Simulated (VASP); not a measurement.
Here is a VASP 6.6.1 calculation.

Contents of INCAR:

```
SYSTEM = CoSi
  ALGO = Normal
  EDIFF = 1E-7
  ENCUT = 520
  GGA = PE
  ISIF = 2
  ISMEAR = -1
  LASPH = .TRUE.
  LCHARG = .FALSE.
  LREAL = .FALSE.
  LWAVE = .FALSE.
  NBANDS = 36
  NELM = 60
  PREC = Accurate
  SIGMA = 0.02
```

File KPOINTS:

```
k-points
0
G
  6 6 6
  0 0 0
```

Contents of POSCAR:

```
CoSi
1.0
    4.3859825986      0.0000000000      0.0000000000
    0.0000000000      4.3859825986      0.0000000000
    0.0000000000      0.0000000000      4.3859825986
Co Si
4 4
Direct
    0.1450332833      0.1450332833      0.1450332833
    0.3549667167      0.8549667167      0.6450332833
    0.6450332833      0.3549667167      0.8549667167
    0.8549667167      0.6450332833      0.3549667167
    0.8431868922      0.8431868922      0.8431868922
    0.6568131078      0.1568131078      0.3431868922
    0.3431868922      0.6568131078      0.1568131078
    0.1568131078      0.3431868922      0.6568131078
```

Potentials or basis: VASP PAW PBE potentials, release 64 (Co, Si).

Run with:

```console
$ cat potpaw_PBE.64/Co/POTCAR potpaw_PBE.64/Si/POTCAR > POTCAR
$ mpirun -np 1 vasp_std > vasp.out
```

**Question.** Estimate the pressure.

**Answer.** 7.2 GPa.

**Question.** Estimate the largest force.

**Answer.** 0.071 eV/Å.

**Question.** What does it give for the band gap on the k mesh?

**Answer.** Zero (band 26 reaches 12.58 eV, above the bottom of band 27 at 12.36 eV).

Forces on the atoms (eV/Å):
```
Co   0.041  0.041  0.041
Co  -0.041 -0.041  0.041
Co   0.041 -0.041 -0.041
Co  -0.041  0.041 -0.041
Si   0.025  0.025  0.025
Si  -0.025 -0.025  0.025
Si   0.025 -0.025 -0.025
Si  -0.025  0.025 -0.025
```

 Spin polarisation is off, so any magnetic state and its effect on volume and gap are missing.
